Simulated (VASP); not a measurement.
## Cu: single point with PBEsol

Crystal: Cu.

```
CELL_PARAMETERS angstrom
0.00000 1.78039 1.83461
1.78039 0.00000 1.83461
1.78039 1.78039 0.00000
ATOMIC_POSITIONS crystal
Cu 0.00000 0.00000 0.00000
```

This cell differs from its parent crystal: strain -0.015 along x and y, +0.015 along z.

* Program: VASP 6.6.1
* Task: single point
* Functional: PBEsol
* Potentials or basis: VASP PAW PBE potentials, release 64 (Cu)
* Cutoff: 520 eV
* k mesh: 22 × 22 × 22
* Occupations: gaussian, width 0.15 eV
* Spin: no spin polarisation

```yaml
Pressure: -3.6 GPa
```

Stress tensor (GPa, compression positive):
```
-2.94  0.00  0.00
 0.00 -2.94  0.00
 0.00  0.00 -4.93
```

Levels at points of the mesh, in eV from the Fermi level:
```csv
k point,band 2,band 3,band 4,band 5,band 6,band 7,band 8,band 9,band 10,band 11
"(0.00, 0.00, 0.00)",-3.16,-3.01,-3.01,-2.29,-2.14,22.73,25.38,25.50,25.50,27.92
"(0.50, 0.00, 0.00)",-3.17,-3.02,-1.66,-1.60,-1.07,3.83,20.82,22.17,22.77,24.81
"(0.50, 0.50, 0.00)",-4.49,-1.64,-1.49,-1.49,1.03,6.69,13.64,13.64,18.12,20.96
"(0.50, 0.00, 0.50)",-4.50,-1.65,-1.53,-1.43,1.67,7.48,12.90,12.96,17.53,20.29
```

Run time: 40 s on 1 thread of Intel(R) Xeon(R) 6975P-C (Granite Rapids) (shared host), peak memory 0.22 GiB.

Caveat: the cell differs from its parent crystal (strain -0.015 along x and y, +0.015 along z); the PAW data sets were made with another functional, which shifts forces and pressure a little.
